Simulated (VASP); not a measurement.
Runs of VASP 6.6.1 on TiSi. The structure is that of space group Cmmm (No. 65), or close to it. The cells are those of the table. 

```tsv
cell	gap on the mesh (eV)	pressure (GPa)
a = 2.748, b = 2.748, c = 3.690 Å, angles 90.0, 90.0, 98.8°, 2 atoms	none	4.9
a = 2.706, b = 2.706, c = 3.804 Å, angles 90.0, 90.0, 98.8°, 2 atoms	none	4.0
a = 2.706, b = 2.706, c = 3.918 Å, angles 90.0, 90.0, 98.8°, 2 atoms	none	-1.0
a = 2.706, b = 2.706, c = 3.747 Å, angles 90.0, 90.0, 98.8°, 2 atoms	none	(b)
a = 2.748, b = 2.748, c = 3.747 Å, angles 90.0, 90.0, 98.8°, 2 atoms	none	2.1
a = 2.706, b = 2.706, c = 3.861 Å, angles 90.0, 90.0, 98.8°, 2 atoms	none	(a)
a = 2.790, b = 2.790, c = 3.690 Å, angles 90.0, 90.0, 98.8°, 2 atoms	none	0.5
```

Alike in all rows: task single point; level PBEsol; potentials or basis VASP PAW PBE potentials, release 64 (Ti_sv, Si); no spin polarisation; k mesh 18 × 18 × 12; cutoff (eV) 520; smearing gaussian 0.15 eV.

Task: Estimate the missing entries.

Result: (a) 1.4; (b) 6.9.

Caveats: the PAW data sets were made with another functional, which shifts forces and pressure a little.

A gap of «none» marks levels without a gap at the run's occupations.
